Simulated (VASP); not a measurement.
Set up this calculation in VASP 6.6.1, as the native input.

```yaml
Task: single point
Functional: PBE
Potentials_or_basis: VASP PAW PBE potentials, release 64 (Al, Zn, O)
Cutoff: 520 eV
k_mesh: 6 × 6 × 4
Occupations: gaussian, width 0.1 eV
Spin: collinear spin, ferromagnetic start
Starting_moments: "[0.0, 0.0, 0.0, 0.0, 0.0, 1.0] μB"
Dipole_correction: no
Further_INCAR_settings: ALGO = Normal; EDIFF = 1e-06; NBANDS = 37
```

The structure of Al2Zn3O lies in POSCAR:

```
Al2Zn3O
1.0
    4.9513638201      0.0000000000      0.0000000000
   -2.4756819100      4.2880068516      0.0000000000
    0.0000000000      0.0000000000      4.5589961241
Al Zn O
2 3 1
Direct
    0.3333333333      0.6666666667      0.0000000000
    0.6666666667      0.3333333333      0.0000000000
    0.5000000000      0.0000000000      0.5000000000
    0.5000000000      0.5000000000      0.5000000000
    0.0000000000      0.5000000000      0.5000000000
    0.0000000000      0.0000000000      0.0000000000
```

The cell was generated, and may not be a known phase.

The input as run:

INCAR

```
PREC     = Accurate       # precision mode
ENCUT    = 520            # plane-wave cutoff, eV
EDIFF    = 1E-6           # SCF threshold, eV
ISMEAR   = 0              # smearing method
SIGMA    = 0.1            # smearing width, eV
LREAL    = F              # projectors in reciprocal space
LASPH    = T              # aspherical terms in the spheres
NELM     = 150            # most SCF steps
ALGO     = Normal         # electronic algorithm
ISIF     = 2              # what is computed and relaxed
LWAVE    = F              # write WAVECAR
LCHARG   = F              # write CHGCAR
ISPIN    = 2              # spin polarisation
MAGMOM   = 0 0 0 0 0 1    # initial moments
LORBIT   = 11             # projections on sites
GGA      = PE             # functional
NBANDS   = 37             # bands
```

KPOINTS

```
Automatic mesh
0
Gamma
  6 6 4
```

Potentials or basis: VASP PAW PBE potentials, release 64 (Al, Zn, O).

Command:

```console
$ cat potpaw_PBE.64/Al/POTCAR potpaw_PBE.64/Zn/POTCAR potpaw_PBE.64/O/POTCAR > POTCAR
$ mpirun -np 1 vasp_std > vasp.out
```

It gave:

- Pressure: 0.2 GPa
- Band gap on the k mesh: zero (filled and empty bands overlap)
- Net moment: 0.00 μB per cell
- Valence electrons inside the program's atomic spheres: Al 0.73; Zn 10.87; O 4.74

Wall time 2.2 min on 1 thread of Intel(R) Xeon(R) Platinum 8375C CPU @ 2.90GHz (Ice Lake) (shared host), peak memory 0.34 GiB.
